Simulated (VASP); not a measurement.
A run of VASP 6.6.1:

File INCAR:

```
ALGO = Normal ; EDIFF = 1E-7
ENCUT = 520 ; GGA = PE
ISIF = 2 ; ISMEAR = 0
LASPH = True ; LCHARG = False
LREAL = False ; LWAVE = False
NBANDS = 16 ; NELM = 60
PREC = Accurate ; SIGMA = 0.1
```

File KPOINTS:

```
k-points
0
Gamma
  6 6 2
```

The input POSCAR:

```
AlN
1.0
    1.9545706816     -1.9547904587      0.0000000000
    1.9545706816      1.9547904587      0.0000000000
   -0.5005198777      0.0000000000      9.5757690531
Al N
2 2
Direct
    0.7362947899      0.7362947899      0.8946171511
    0.2637052101      0.2637052101      0.1053828489
    0.2350951235      0.2350951235      0.8853629584
    0.7649048765      0.7649048765      0.1146370416
```

Potentials or basis: VASP PAW PBE potentials, release 64 (Al, N).

Command:

```sh
$ cat potpaw_PBE.64/Al/POTCAR potpaw_PBE.64/N/POTCAR > POTCAR
$ mpirun -np 1 vasp_std > vasp.out
```

Hardware: 1 thread of Intel(R) Xeon(R) Platinum 8259CL CPU @ 2.50GHz (Skylake/Cascade Lake), with other jobs on the host.

**Question.** Estimate the wall time of this run.

**Answer.** Wall time 30 s on 1 thread of Intel(R) Xeon(R) Platinum 8259CL CPU @ 2.50GHz (Skylake/Cascade Lake), on a shared host, peak memory 0.19 GiB. Counts: scf iterations 17, k points 26.
